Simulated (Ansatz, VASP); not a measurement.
One calculation of Pb2Se, two programs

```
Pb Se
1.0
     3.65885    0.00000    0.00000
    -1.82943    3.16866    0.00000
     0.00000    0.00000   14.23144
Pb Se
4 2
Direct
  0.33333 0.66667 0.62750
  0.66667 0.33333 0.12750
  0.33333 0.66667 0.87250
  0.66667 0.33333 0.37250
  0.33333 0.66667 0.25000
  0.66667 0.33333 0.75000
```

Alike in both runs: task single point; functional r2SCAN; k mesh 6 × 6 × 2; occupations gaussian, width 0.1 eV; no spin polarisation.

```csv
,VASP,Ansatz
version,VASP 6.6.1,Ansatz 0.2.0
potentials or method,"VASP PAW PBE potentials, release 64 (Pb_d, Se), cutoff 520 eV","scalar-relativistic, plane waves, PAW"
valence electrons in the cell,68,88
```

```csv
,VASP,Ansatz,Ansatz less VASP
gap on the k mesh at the Fermi level (eV),none,none,-
pressure (GPa),15.3,15.2,-0.13
"traceless stress, the component that is largest in VASP (GPa)",4.85,4.83,-0.021
rms of the force components (eV/Å),1.713,1.699,-0.0145
```

VASP's potentials were made for PBE, not for r2SCAN. Atom by atom the forces differ by 0.015 eV/Å (rms over components). A gap of «none» marks a metal or a gap that the smearing closes. The functional is the same, so the differences come from potentials, cutoffs and numerics. VASP's potentials hold 68 valence electrons a cell and Ansatz's 88, so a difference there can come from the potentials and not from the codes.

Spin-orbit coupling is off throughout.
